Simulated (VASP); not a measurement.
KCd3:

```
K Cd
1.0
     0.00000    3.91074    3.91074
     3.91074    0.00000    3.91074
     3.91074    3.91074    0.00000
K Cd
1 3
Direct
  0.00000 0.00000 0.00000
  0.25000 0.25000 0.25000
  0.75000 0.75000 0.75000
  0.50000 0.50000 0.50000
```

- Program: VASP 6.6.1
- Task: relaxation of cell and atoms
- Functional: PBEsol
- Potentials or basis: VASP PAW PBE potentials, release 64 (K_sv, Cd)
- Cutoff: 600 eV
- k mesh: 10 × 10 × 10
- Occupations: fermi-dirac, width 0.05 eV
- Spin: no spin polarisation

At the start: pressure -2.3 GPa; volume 29.91 Å³/atom.

Problem. How do energy, volume and symmetry change on relaxing?

Solution. Over 4 steps the energy falls by 35.3 meV/atom and the volume is 25.90 Å³/atom (-13.4 %); space group Fm-3m (No. 225, to 0.1 Å) before and after.

Step by step:
```tsv
step	energy change (eV)	largest force (eV/Å)	pressure (GPa)	volume (Å³)
1	0.0000	0.0000	-2.34	119.62
2	-0.0939	0.0000	-1.63	112.20
3	-0.1405	0.0000	-0.22	104.64
4	-0.1411	0.0000	0.04	103.59
```

Final structure:
```
K Cd
1.0
     0.00000    3.72763    3.72763
     3.72763    0.00000    3.72763
     3.72763    3.72763    0.00000
K Cd
1 3
Direct
  0.00000 0.00000 0.00000
  0.25000 0.25000 0.25000
  0.75000 0.75000 0.75000
  0.50000 0.50000 0.50000
```

Caveat: the PAW data sets were made with another functional, which shifts forces and pressure a little.
